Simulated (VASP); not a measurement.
# Cu (I4/mmm) in VASP: a series of runs, part 2 of 2

VASP 6.6.1.

### Step 3. Single point, LDA

This run uses another cell than the first one, of 10.93 Å³/atom.

Contents of INCAR:

```
SYSTEM = Cu
PREC = Accurate
ENCUT = 520
EDIFF = 1E-6
ISMEAR = 0
SIGMA = 0.1
LREAL = .False.
LASPH = .True.
NELM = 100
ALGO = Fast
ISIF = 2
LWAVE = .False.
LCHARG = .False.
GGA = CA
NBANDS = 12
```

Contents of KPOINTS:

```
Automatic mesh
0
Gamma
  20 20 20
  0 0 0
```

Contents of POSCAR:

```
Cu
1.0
   -1.4275050585      1.4275050585      1.3411793226
    1.4275050585     -1.4275050585      1.3411793226
    1.4275050585      1.4275050585     -1.3411793226
Cu
1
Direct
    0.0000000000      0.0000000000      0.0000000000
```

Potentials or basis: VASP PAW LDA potentials, release 64 (Cu).

Command:

```bash
> cat potpaw_LDA.64/Cu/POTCAR > POTCAR
> mpirun -np 1 vasp_std > vasp.out
```

OUTCAR:

```text
SYSTEM = Cu
   PREC = Accurate
   ENCUT = 520
   EDIFF = 1E-6
   ISMEAR = 0
   LREAL = .False.
   LASPH = .True.
   NELM = 100
   ISIF = 2
   GGA = CA

 ion  position               nearest neighbor table
   1  0.000  0.000  0.000-

  LATTYP: Found a body centered tetragonal cell.
 ALAT       =     2.8550101170
 C/A-ratio  =     0.9395268441

  Lattice vectors:

 A1 = (  -1.4275050585,   1.4275050585,   1.3411793226)
 A2 = (   1.4275050585,  -1.4275050585,   1.3411793226)
 A3 = (   1.4275050585,   1.4275050585,  -1.3411793226)

Analysis of symmetry for initial positions (statically):
=====================================================================
 Subroutine PRICEL returns:
 Original cell was already a primitive cell.

 Routine SETGRP: Setting up the symmetry group for a
 body centered tetragonal supercell.

 Subroutine GETGRP returns: Found 16 space group operations
 (whereof 16 operations were pure point group operations)
 out of a pool of 16 trial point group operations.

The static configuration has the point symmetry D_4h.

Analysis of symmetry for dynamics (positions and initial velocities):
=====================================================================
 Subroutine PRICEL returns:
 Original cell was already a primitive cell.

 Routine SETGRP: Setting up the symmetry group for a
 body centered tetragonal supercell.

 Subroutine GETGRP returns: Found 16 space group operations
 (whereof 16 operations were pure point group operations)
 out of a pool of 16 trial point group operations.

The dynamic configuration has the point symmetry D_4h.

 Subroutine INISYM returns: Found 16 space group operations
 (whereof 16 operations are pure point group operations),
 and found     1 'primitive' translations

----------------------------------------------------------------------------------------

                                     Primitive cell

  volume of cell :      10.9321

  direct lattice vectors                    reciprocal lattice vectors
    -1.427505058  1.427505058  1.341179323     0.000000000  0.350261456  0.372806225
[... 115 lines left out ...]
 non-spin polarized calculation
 RMM-DIIS sequential band-by-band and
 Gauss-broadening in eV      SIGMA  =   0.10
  energy-cutoff  :      520.00
  volume of cell :       10.93
 maximum number of plane-waves:       313
 NGX is ok and might be reduce to    18
   NGX =  9   NGY =  9   NGZ =  9

 number of electron      11.0000002 magnetization

 Free energy of the ion-electron system (eV)
  ---------------------------------------------------
  ext. energy  EPLUGINS =         0.00000000
  ---------------------------------------------------
  free energy    TOTEN  =        -4.66722381 eV

  energy without entropy =       -4.66509894  energy(sigma->0) =       -4.66616138

 E-fermi :   8.3578     XC(G=0): -13.5619

 val. band max:        8.3577326313   @ k =   0.5000   0.2500   0.1000
 cond. band min:       8.3615551134   @ k =  -0.1500  -0.4000   0.1500
 fundamental gap:      0.0038224821
 Fermi energy:         8.3578333186

 k-point     1 :       0.0000    0.0000    0.0000
  band No.  band energies     occupation
      1      -1.5983      2.00000
      2       4.7601      2.00000
      3       5.0433      2.00000
      4       5.0433      2.00000
      5       5.9204      2.00000
      6       6.2229      2.00000
      7      33.5390      0.00000
      8      33.5390      0.00000
      9      35.2833      0.00000
     10      37.9387      0.00000
     11      38.1002      0.00000
     12      38.1556      0.00000
[... 331 lines left out ...]
 k-point    24 :      -0.3500    0.0500    0.0000
  band No.  band energies     occupation
      1       2.0344      2.00000
      2       4.2684      2.00000
      3       5.0754      2.00000
      4       6.0346      2.00000
      5       6.1687      2.00000
      6       6.4124      2.00000
      7      19.3308      0.00000
      8      26.2524      0.00000
      9      27.8921      0.00000
     10      31.5355      0.00000
     11      34.6641      0.00000
     12      41.8292      0.00000

 [... further k-points ...]

------------------------ aborting loop because EDIFF is reached ----------------------------------------

  FORCE on cell =-STRESS in cart. coord.  units (eV):
  Direction    XX          YY          ZZ          XY          YZ          ZX
  --------------------------------------------------------------------------------------
  -------------------------------------------------------------------------------------
  Total        0.0992655      0.0992655      0.0973487      0.0000000     -0.0000000      0.0000000
  in kB       14.5481098     14.5481098     14.2671956      0.0000000     -0.0000000      0.0000000
  external PRESSURE =      14.4544718 kB  Pullay stress =       0.0000000 kB

 VOLUME and BASIS-vectors are now :
 -----------------------------------------------------------------------------
  energy-cutoff  :      520.00
  volume of cell :       10.93
      direct lattice vectors                 reciprocal lattice vectors
    -1.427505058  1.427505058  1.341179323     0.000000000  0.350261456  0.372806225
     1.427505058 -1.427505058  1.341179323     0.350261456  0.000000000  0.372806225
     1.427505058  1.427505058 -1.341179323     0.350261456  0.350261456  0.000000000

 POSITION                                       TOTAL-FORCE (eV/Angst)
 -----------------------------------------------------------------------------------
      0.00000      0.00000      0.00000        -0.000000      0.000000     -0.000000
 -----------------------------------------------------------------------------------
    total drift:                                0.000000     -0.000000      0.000000

  FREE ENERGIE OF THE ION-ELECTRON SYSTEM (eV)
  ---------------------------------------------------
  free  energy   TOTEN  =        -4.6672238091 eV

  energy  without entropy=       -4.6650989427  energy(sigma->0) =       -4.66616138
```

stdout:

```text
POSCAR found type information on POSCAR Cu
 POSCAR found :  1 types and       1 ions
 scaLAPACK will be used
 LDA part: xc-table for (Slater(with rela. corr.)+CA(PZ))
 , standard interpolation
 POSCAR, INCAR and KPOINTS ok, starting setup
 FFT: planning ... GRIDC
 FFT: planning ... GRID_SOFT
 FFT: planning ... GRID
 WAVECAR not read
 entering main loop
WARNING in EDDRMM: call to ZHEGV failed, returncode =   6  3     10
```

Run time: 89 s. Hardware: 1 thread of Intel Xeon 8259CL, shared host; peak memory 0.19 GiB.

What came out:

- Free energy: -4.6672 eV
- Pressure: 1.4 GPa
- Band gap on the k mesh: zero (an odd number of electrons rules out a gap without spin polarisation)

### Step 4. Single point, PBEsol

This run uses another cell than the first one, of 11.36 Å³/atom.

Contents of INCAR:

```
SYSTEM = Cu
  PREC = Accurate
  ENCUT = 520
  EDIFF = 1E-7
  ISMEAR = 0
  SIGMA = 0.1
  LREAL = .FALSE.
  LASPH = .TRUE.
  NELM = 60
  ALGO = Normal
  ISIF = 2
  LWAVE = .FALSE.
  LCHARG = .FALSE.
  GGA = PS
  NBANDS = 12
```

Contents of KPOINTS:

```
Automatic mesh
0
G
  20 20 20
  0 0 0
```

Contents of POSCAR:

```
Cu
1.0
   -1.4450967073      1.4450967073      1.3600005901
    1.4450967073     -1.4450967073      1.3600005901
    1.4450967073      1.4450967073     -1.3600005901
Cu
1
Direct
    0.0000000000      0.0000000000      0.0000000000
```

Potentials or basis: VASP PAW PBE potentials, release 64 (Cu).

Command:

```bash
> cat potpaw_PBE.64/Cu/POTCAR > POTCAR
> mpirun -np 1 vasp_std > vasp.out
```

Wall time 79 s (1 thread of Intel Xeon 8259CL, shared host); peak memory 0.19 GiB.

Results (log left out):

```yaml
Free_energy: -4.2697 eV
Pressure: 0.7 GPa
Band_gap_on_the_k_mesh: zero (an odd number of electrons rules out a gap without spin polarisation)
```

Levels at points of the mesh, in eV from the Fermi level:
| k point | band 3 | band 4 | band 5 | band 6 | band 7 | band 8 | band 9 | band 10 |
| --- | --- | --- | --- | --- | --- | --- | --- | --- |
| (0.00, 0.00, 0.00) | -3.13 | -3.13 | -2.30 | -2.03 | 24.76 | 24.76 | 26.43 | 28.92 |
| (0.50, 0.00, 0.00) | -2.18 | -1.92 | -1.37 | -0.55 | 4.79 | 17.29 | 17.42 | 21.35 |
| (0.50, 0.50, 0.00) | -2.38 | -2.10 | -1.40 | -1.03 | 4.11 | 18.91 | 19.26 | 22.85 |
| (0.50, 0.50, 0.50) | -1.58 | -1.58 | -1.51 | 7.56 | 7.56 | 9.95 | 13.28 | 14.01 |

Caveat: the PAW data sets were made with another functional, which shifts forces and pressure a little.

### Step 5. Single point, PBE

This run uses another cell than the first one, of 12.01 Å³/atom.

Contents of INCAR:

```
SYSTEM = Cu
PREC = Accurate
ENCUT = 520
EDIFF = 1E-6
ISMEAR = 0
SIGMA = 0.1
LREAL = .False.
LASPH = .True.
NELM = 80
ALGO = Fast
ISIF = 2
LWAVE = .False.
LCHARG = .False.
GGA = PE
NBANDS = 12
```

Contents of KPOINTS:

```
Automatic mesh
0
Gamma
  20 20 20
  0 0 0
```

Contents of POSCAR:

```
Cu
1.0
   -1.4753925387      1.4753925387      1.3794286291
    1.4753925387     -1.4753925387      1.3794286291
    1.4753925387      1.4753925387     -1.3794286291
Cu
1
Direct
    0.0000000000      0.0000000000      0.0000000000
```

Command:

```bash
> cat potpaw_PBE.64/Cu/POTCAR > POTCAR
> mpirun -np 1 vasp_std > vasp.out
```

Run time: 1.9 min. Hardware: 1 thread of Intel Xeon 8259CL, shared host; peak memory 0.2 GiB.

The run converged. Its results:

- Free energy: -3.6917 eV
- Pressure: 0.7 GPa
- Band gap on the k mesh: zero (an odd number of electrons rules out a gap without spin polarisation)

Levels at points of the mesh, in eV from the Fermi level:
```tsv
k point	band 2	band 3	band 4	band 5	band 6	band 7	band 8	band 9	band 10	band 11
(0.00, 0.00, 0.00)	-3.21	-2.95	-2.95	-2.22	-1.95	24.12	24.12	25.98	27.91	27.92
(0.50, 0.00, 0.00)	-3.84	-2.10	-1.84	-1.35	-0.35	4.52	16.75	16.82	20.66	23.49
(0.50, 0.50, 0.00)	-3.52	-2.30	-2.03	-1.38	-0.86	3.80	18.58	18.71	22.29	25.04
(0.50, 0.50, 0.50)	-4.50	-1.54	-1.54	-1.47	7.32	7.32	9.87	12.83	13.43	16.36
```

### Step 6. Single point, r2SCAN

Contents of POSCAR:

```
Cu
1.0
   -1.4427933200      1.4427933200      1.3760814500
    1.4427933200     -1.4427933200      1.3760814500
    1.4427933200      1.4427933200     -1.3760814500
Cu
1
Direct
    0.0000000000      0.0000000000      0.0000000000
```

Contents of INCAR.step1:

```
PREC = Accurate ; ENCUT = 520
ISMEAR = 0 ; SIGMA = 0.1
LREAL = F ; LASPH = T
NELM = 60 ; NBANDS = 12
GGA = PE ; ALGO = Normal
EDIFF = 1E-4 ; LWAVE = T
LCHARG = F
```

Contents of INCAR.step2:

```
PREC = Accurate ; ENCUT = 520
EDIFF = 1E-6 ; ISMEAR = 0
SIGMA = 0.1 ; LREAL = F
LASPH = T ; NELM = 60
ALGO = Normal ; ISIF = 2
LWAVE = F ; LCHARG = F
METAGGA = R2SCAN ; LMIXTAU = T
NBANDS = 12 ; ISTART = 1
```

Contents of KPOINTS:

```
regular mesh
0
Gamma
  8 8 8
```

Potentials or basis: VASP PAW PBE potentials, release 64 (Cu).

Command:

```bash
> cat potpaw_PBE.64/Cu/POTCAR > POTCAR
> cp INCAR.step1 INCAR
> mpirun -np 1 vasp_std > vasp.out
> cp INCAR.step2 INCAR
> mpirun -np 1 vasp_std > vasp.out
```

Wall time 43 s (1 thread of Intel Xeon 8259CL, shared host); peak memory 0.12 GiB.

It converged, with:

```
Free energy            : -10.7541 eV
Pressure               : 1.2 GPa
Band gap on the k mesh : zero (an odd number of electrons rules out a gap without spin polarisation)
```

Stress tensor (GPa, compression positive):
```
1.02 0.00 0.00
0.00 1.02 0.00
0.00 0.00 1.46
```

Levels at points of the mesh, in eV from the Fermi level:
```tsv
k point	band 4	band 5	band 6	band 7	band 8	band 9
(0.00, 0.00, 0.00)	-3.33	-2.45	-2.25	25.77	25.77	27.09
(0.50, 0.00, 0.00)	-2.14	-1.55	-0.63	4.87	18.04	18.33
(0.50, 0.50, 0.00)	-2.29	-1.58	-1.03	4.33	19.31	19.81
(0.50, 0.50, 0.50)	-1.75	-1.70	8.11	8.11	10.04	13.62
```

Caveat: the k points lie up to 0.39 Å⁻¹ apart, too coarse for converged energies and pressures of a metal; the PAW data sets were made with another functional, which shifts forces and pressure a little.

### Step 7. Overview

```tsv
task	level	potentials or basis	cell	k mesh	cutoff (eV)	gap on the mesh (eV)	pressure (GPa)
relaxation of cell and atoms	r2SCAN	VASP PAW PBE potentials, release 64 (Cu)	relaxed from a = 2.461 Å, angles 108.2, 108.2, 112.0°, 1 atom	8 × 8 × 8	600	none	0.1
single point	LDA	VASP PAW LDA potentials, release 64 (Cu)	a = 2.424 Å, angles 107.8, 107.8, 112.8°, 1 atom	20 × 20 × 20	520	none	1.4
single point	PBEsol	VASP PAW PBE potentials, release 64 (Cu)	a = 2.455 Å, angles 107.9, 107.9, 112.7°, 1 atom	20 × 20 × 20	520	none	0.7
single point	PBE	VASP PAW PBE potentials, release 64 (Cu)	a = 2.501 Å, angles 107.7, 107.7, 113.1°, 1 atom	20 × 20 × 20	520	none	0.7
single point	r2SCAN	VASP PAW PBE potentials, release 64 (Cu)	a = 2.461 Å, angles 108.2, 108.2, 112.0°, 1 atom	8 × 8 × 8	520	none	1.2
```

Alike in all rows: no spin polarisation; smearing gaussian 0.1 eV.

Caveats: some runs use coarse meshes; the PAW data sets were made with another functional, which shifts forces and pressure a little (at least some runs).

Absolute energies hang on the potentials; compare differences alone.
